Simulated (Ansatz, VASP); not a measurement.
**GaSb3 in VASP and in Ansatz**

INCAR

```
SYSTEM = GaSb3
PREC = Accurate
ENCUT = 600
EDIFF = 1E-7
ISMEAR = -1
SIGMA = 0.05
LREAL = .FALSE.
LASPH = .TRUE.
NELM = 100
ALGO = Normal
ISIF = 3
LWAVE = .FALSE.
LCHARG = .FALSE.
GGA = PS
IBRION = 2
NSW = 60
EDIFFG = -0.01
```

KPOINTS

```
regular mesh
0
G
  6 6 6
  0 0 0
```

File POSCAR:

```
GaSb3
1.0
    0.0000000000      3.7305950000      3.7305950000
    3.7305950000      0.0000000000      3.7305950000
    3.7305950000      3.7305950000      0.0000000000
Sb Ga
3 1
Direct
    0.5000000000      0.5000000000      0.5000000000
    0.7500000000      0.7500000000      0.7500000000
    0.2500000000      0.2500000000      0.2500000000
    0.0000000000      0.0000000000      0.0000000000
```

File input.yaml:

```yaml
crystal:
  lattice:
    - [0.0, 3.730595, 3.730595]
    - [3.730595, 0.0, 3.730595]
    - [3.730595, 3.730595, 0.0]
  atoms:
    - { symbol: Sb, position: [0.5, 0.5, 0.5] }
    - { symbol: Sb, position: [0.75, 0.75, 0.75] }
    - { symbol: Sb, position: [0.25, 0.25, 0.25] }
    - { symbol: Ga, position: [0.0, 0.0, 0.0] }
hamiltonian:
  xc: pbesol
  pseudopotentials: { kind: paw }
kpoints:
  mp_grid: { grid: [6, 6, 6] }
scf:
  occupations: { method: fermi_dirac, width: 0.05 }
output:
  forces: true
  stress: true
  eigenvalues: true
  write_density: true
  write_potential: true
  elf: true
  volumetric_format: npy
relax:
  f_tol: 0.01
  max_steps: 40
  cell: { stress_tol: 0.05 }
```

Alike in both runs: task relaxation of cell and atoms; functional PBEsol; k mesh 6 × 6 × 6; occupations fermi-dirac, width 0.05 eV; no spin polarisation.

```csv
,VASP,Ansatz
version,VASP 6.6.1,Ansatz 0.2.0
potentials or method,"VASP PAW PBE potentials, release 64 (Sb, Ga_d)",Ansatz PAW
plane-wave cutoff (eV),600,420
valence electrons in the cell,28,58
```

|  | VASP | Ansatz | Ansatz less VASP |
| --- | --- | --- | --- |
| gap on the k mesh at the Fermi level, each at its own relaxed structure (eV) | none | none | - |
| relaxed volume (Å³/atom) | 24.24 | 24.24 | -0.006 |
| relaxed cell length with the largest relative difference (Å) | 5.157 | 5.156 | -0.0004 |

VASP's potentials were made for PBE, not for PBEsol. A gap of «none» marks a metal or a gap that the smearing closes. VASP's potentials hold 28 valence electrons a cell and Ansatz's 58, so a difference there can come from the potentials and not from the codes.

Spin-orbit coupling is off throughout. Noted on VASP's run: too few bands were computed for a metal, which touches its energy and stress. Noted on Ansatz's run: the plane-wave basis is chosen anew once the cell has moved, so the energies of steps on either side of that aren't comparable.
